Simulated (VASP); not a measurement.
## Zr3S2: single point with PBE

Zr3S2:

```
Zr S
1.0
     3.03997    1.75513    3.65439
    -3.03997    1.75513    3.65439
     0.00000   -3.51026    3.65439
Zr S
3 2
Direct
  0.16211 0.83789 0.50000
  0.50000 0.16211 0.83789
  0.83789 0.50000 0.16211
  0.33478 0.33478 0.33478
  0.66522 0.66522 0.66522
```

This cell differs from its parent crystal: strain +0.050 along x and y, +0.050 along z.

```
Program                : VASP 6.6.1
Task                   : single point
Functional             : PBE
Potentials or basis    : VASP PAW PBE potentials, release 64 (Zr_sv, S)
Cutoff                 : 520 eV
k mesh                 : 12 × 12 × 12
Occupations            : gaussian, width 0.15 eV
Spin                   : no spin polarisation
Dipole correction      : no
Further INCAR settings : ALGO = Normal; EDIFF = 1e-06; NBANDS = 32
```

```
Pressure               : -12.8 GPa
Largest force          : 0.270 eV/Å
Band gap on the k mesh : zero (band 24 reaches 7.55 eV, above the bottom of band 25 at 7.26 eV)
```

Forces in eV/Å, atoms in the order of the input:
```
Zr   0.270  0.000  0.000
Zr  -0.135  0.233  0.000
Zr  -0.135 -0.233  0.000
S    0.000  0.000 -0.019
S    0.000  0.000  0.019
```

Stress tensor (GPa, compression positive):
```
-12.61   0.00   0.00
  0.00 -12.61   0.00
  0.00   0.00 -13.17
```

Levels at points of the mesh, in eV from the Fermi level:
| k point | band 20 | band 21 | band 22 | band 23 | band 24 | band 25 | band 26 | band 27 | band 28 | band 29 |
| --- | --- | --- | --- | --- | --- | --- | --- | --- | --- | --- |
| (0.00, 0.00, 0.00) | -3.87 | -2.42 | -1.49 | 0.07 | 0.07 | 0.61 | 0.61 | 1.66 | 2.30 | 2.30 |
| (0.50, 0.00, 0.00) | -3.49 | -1.08 | -0.99 | -0.67 | -0.55 | -0.14 | 0.92 | 1.46 | 1.53 | 2.09 |
| (0.50, 0.50, 0.00) | -3.57 | -1.52 | -1.01 | -0.76 | -0.23 | -0.01 | 0.83 | 1.62 | 1.73 | 1.82 |
| (0.50, 0.50, 0.50) | -4.01 | -0.66 | -0.40 | -0.12 | -0.12 | 0.35 | 0.35 | 0.93 | 0.93 | 1.79 |

Wall time 21 min on 1 thread of Oxide Virtual Turin-like Processor, with other jobs on the host, peak memory 0.6 GiB.

Caveat: the cell differs from its parent crystal (strain +0.050 along x and y, +0.050 along z).
